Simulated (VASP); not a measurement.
Runs of VASP 6.6.1 on Pd. The structure is that of space group Fm-3m (No. 225), or close to it. The cells are those of the table. 

```tsv
cell	k mesh	gap on the mesh (eV)	pressure (GPa)	moment (μB)
a = 2.716 Å, angles 60.0°, 1 atom	23 × 23 × 23	none	0.0	0.00
a = 2.716 Å, angles 60.0°, 1 atom	14 × 14 × 14	none	(a)	0.00
a = 2.641 Å, angles 60.0°, 1 atom	23 × 23 × 23	none	23.7	0.00
a = 2.602 Å, angles 60.0°, 1 atom	23 × 23 × 23	none	40.8	0.00
a = 2.679 Å, angles 60.0°, 1 atom	23 × 23 × 23	none	(b)	0.00
```

Alike in all rows: task single point; level LDA; potentials or basis VASP PAW LDA potentials, release 64 (Pd); spin collinear; cutoff (eV) 520; smearing fermi-dirac 0.05 eV.

Task: Estimate the missing entries.

Result: (a) 0.3; (b) 10.4.

Caveats: the cell stands under pressure (at least some runs).

A k mesh can miss the band edges, and the runs leave out spin-orbit coupling on Pd.

A gap of «none» marks levels without a gap at the run's occupations.
